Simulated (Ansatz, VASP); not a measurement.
# B5C in VASP and in Ansatz

INCAR

```
SYSTEM = B5C
  ALGO = Normal
  EDIFF = 1E-7
  EDIFFG = -0.01
  ENCUT = 600
  GGA = PE
  IBRION = 2
  ISIF = 3
  ISMEAR = 0
  LASPH = .TRUE.
  LCHARG = .FALSE.
  LREAL = .FALSE.
  LWAVE = .FALSE.
  NELM = 60
  NSW = 100
  PREC = Accurate
  SIGMA = 0.1
```

The input KPOINTS:

```
k-points
0
G
  12 12 14
  0 0 0
```

POSCAR

```
B5C
1.0
    4.1015698024      0.0000000000      0.0000000000
   -2.0507849012      3.5520636443      0.0000000000
    0.0000000000      0.0000000000      2.8588851258
B C
5 1
Direct
    0.3333333333      0.6666666667      0.0000000000
    0.6666666667      0.3333333333      0.0000000000
    0.5000000000      0.0000000000      0.5000000000
    0.5000000000      0.5000000000      0.5000000000
    0.0000000000      0.5000000000      0.5000000000
    0.0000000000      0.0000000000      0.0000000000
```

Input for Ansatz:

```yaml
crystal:
  lattice:
    - [4.1015698024, 0.0, 0.0]
    - [-2.0507849012, 3.5520636443, 0.0]
    - [0.0, 0.0, 2.8588851258]
  atoms:
    - { symbol: B, position: [0.3333333333, 0.6666666667, 0.0] }
    - { symbol: B, position: [0.6666666667, 0.3333333333, 0.0] }
    - { symbol: B, position: [0.5, 0.0, 0.5] }
    - { symbol: B, position: [0.5, 0.5, 0.5] }
    - { symbol: B, position: [0.0, 0.5, 0.5] }
    - { symbol: C, position: [0.0, 0.0, 0.0] }
basis:
  ecutwfc: 420
kpoints:
  mp_grid: { grid: [12, 12, 14] }
hamiltonian:
  xc: pbe
scf:
  occupations: { method: gaussian, width: 0.1 }
output:
  forces: true
  stress: true
  eigenvalues: true
relax:
  adjacent_minimum: "off"
  f_tol: 0.01
  max_steps: 80
  cell: { stress_tol: 0.05 }
```

Change from the starting cell: species swapped into the SmFe5 type (P6/mmm, No. 191).

Alike in both runs: task relaxation of cell and atoms; functional PBE; k mesh 12 × 12 × 14; occupations gaussian, width 0.1 eV; no spin polarisation.

|  | VASP | Ansatz |
| --- | --- | --- |
| version | VASP 6.6.1 | Ansatz 0.2.0 |
| potentials or method | VASP PAW PBE potentials, release 64 (B, C), cutoff 600 eV | scalar-relativistic, plane waves, PAW |
| valence electrons in the cell | 19 | 19 |

VASP gave:

- gap on the k mesh at the Fermi level, each at its own relaxed structure (eV): none
- relaxed volume (Å³/atom): 6.91
- relaxed length of the cell vector where the two differ most in proportion (Å): 4.087

**Question.** Estimate Ansatz's values.

**Answer.** gap on the k mesh at the Fermi level, each at its own relaxed structure (eV): none; relaxed volume (Å³/atom): 6.93; relaxed length of the cell vector where the two differ most in proportion (Å): 4.091.

A gap of «none» marks a metal or a gap that the smearing closes.

Noted on VASP's run: too few bands were computed for a metal, which touches its energy and stress.
